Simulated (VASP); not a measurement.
Here is a VASP 6.6.1 calculation.

Contents of INCAR:

```
SYSTEM = SnO
ALGO = Normal
EDIFF = 1E-6
ENCUT = 520
GGA = PE
ISIF = 2
ISMEAR = 0
IVDW = 12
LASPH = .TRUE.
LCHARG = .TRUE.
LELF = .TRUE.
LREAL = .FALSE.
LVHAR = .TRUE.
LWAVE = .FALSE.
NBANDS = 28
NELM = 100
PREC = Accurate
SIGMA = 0.02
```

Contents of KPOINTS:

```
k-points
0
G
  6 6 4
  0 0 0
```

Contents of POSCAR:

```
SnO
1.0
    3.6086700000      0.0000000000      0.0000000000
    0.0000000000      3.6086700000      0.0000000000
    0.0000000000      0.0000000000      5.3637673130
Sn O
2 2
Direct
    0.5000000000      0.0000000000      0.2369000000
    0.0000000000      0.5000000000      0.7631000000
    0.0000000000      0.0000000000      0.0000000000
    0.5000000000      0.5000000000      0.0000000000
```

Potentials or basis: VASP PAW PBE potentials, release 64 (Sn_d, O).

Run with:

```sh
$ cat potpaw_PBE.64/Sn_d/POTCAR potpaw_PBE.64/O/POTCAR > POTCAR
$ mpirun -np 1 vasp_std > vasp.out
```

Question: What does it give for the band gap on the k mesh?

Answer: Zero (bands 20 and 21 overlap by 0.19 eV).

Question: Predict the pressure.

Answer: 4.9 GPa.

Forces on the atoms (eV/Å):
```
Sn   0.000  0.000 -0.485
Sn   0.000  0.000  0.485
O    0.000  0.000  0.000
O    0.000  0.000  0.000
```

Caveat: three body term missing; the cell stands under pressure; semilocal functionals underestimate gaps, so a narrow gap can read as zero; spin-orbit coupling is left out, which moves the levels of the heavy elements.
